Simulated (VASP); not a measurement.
Set up this calculation in VASP 6.6.1, as the native input.

```yaml
Task: single point
Functional: RPBE
Potentials_or_basis: VASP PAW PBE potentials, release 64 (Pd)
Cutoff: 520 eV
k_mesh: 10 × 10 × 10
Occupations: fermi-dirac, width 0.05 eV
Spin: collinear spin, ferromagnetic start
Starting_moments: "[0.447, 0.447] μB"
Dipole_correction: no
Further_INCAR_settings: ALGO = Normal; EDIFF = 1e-06; NBANDS = 21
```

The structure of Pd lies in POSCAR:

```
Pd
1.0
    0.0000000000      3.0613060334      3.0613060334
    3.0613060334      0.0000000000      3.0613060334
    3.0613060334      3.0613060334      0.0000000000
Pd
2
Direct
    0.1250000000      0.1250000000      0.1250000000
    0.8750000000      0.8750000000      0.8750000000
```

This cell differs from its parent crystal: volume scaled by 1.12.

These files were run (other wordings do the same):

INCAR

```
ALGO = Normal
EDIFF = 1E-6
ENCUT = 520
GGA = RP
ISIF = 2
ISMEAR = -1
ISPIN = 2
LASPH = True
LCHARG = False
LMAXMIX = 4
LORBIT = 11
LREAL = False
LWAVE = False
MAGMOM = 0.447 0.447
NBANDS = 21
NELM = 150
PREC = Accurate
SIGMA = 0.05
```

KPOINTS

```
k-points
0
Gamma
  10 10 10
```

Potentials or basis: VASP PAW PBE potentials, release 64 (Pd).

Launch:

```bash
$ cat potpaw_PBE.64/Pd/POTCAR > POTCAR
$ mpirun -np 1 vasp_std > vasp.out
```

It gave:

- Pressure: -4.7 GPa
- Net moment: 0.87 μB per cell
- Site moments: Pd +0.43 μB
- Valence electrons inside the program's atomic spheres: Pd 9.15

Caveat: the PAW data sets were made with another functional, which shifts forces and pressure a little.

It took 32 s on 1 thread of Intel(R) Xeon(R) 6975P-C (Granite Rapids), on a shared host, peak memory 0.24 GiB.
